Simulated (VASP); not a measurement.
Mg4Se, 5 atoms in the cell. The structure is hexagonal, space group P6/mmm (No. 191). The conventional cell has a = 5.159 Å, b = 5.159 Å, c = 7.611 Å, α = 90.00°, β = 90.00°, γ = 120.00°. Mg (site symmetry -6m2) has 9 Mg at 2.98 to 3.30 Å within 3.9 Å. Within 3.2 Å of Mg (site symmetry 6mm) lie 1 Se at 2.38 Å and 1 Mg at 2.84 Å. Within 3.2 Å of Se (site symmetry 6/mmm) lie 2 Mg at 2.38 Å. 

| Item | Value |
| --- | --- |
| Program | VASP 6.6.1 |
| Task | single point |
| Functional | PBE |
| Potentials or basis | VASP PAW PBE potentials, release 64 (Mg, Se) |
| Cutoff | 520 eV |
| k mesh | 6 × 6 × 4 |
| Occupations | gaussian, width 0.1 eV |
| Spin | no spin polarisation |
| Dipole correction | no |
| Further INCAR settings | ALGO = Normal; EDIFF = 1e-06; NBANDS = 15 |

Potentials or basis: VASP PAW PBE potentials, release 64 (Mg, Se).

Launch:

```console
$ cat potpaw_PBE.64/Mg/POTCAR potpaw_PBE.64/Se/POTCAR > POTCAR
$ mpirun -np 1 vasp_std > vasp.out
```

Hardware: 1 thread of Intel(R) Xeon(R) Platinum 8488C (Sapphire Rapids) (shared host).

Task: Estimate the wall time of this run.

Result: Wall time 38 s on 1 thread of Intel(R) Xeon(R) Platinum 8488C (Sapphire Rapids), with other jobs on the host, peak memory 0.32 GiB. Counts: scf iterations 14, k points 21.
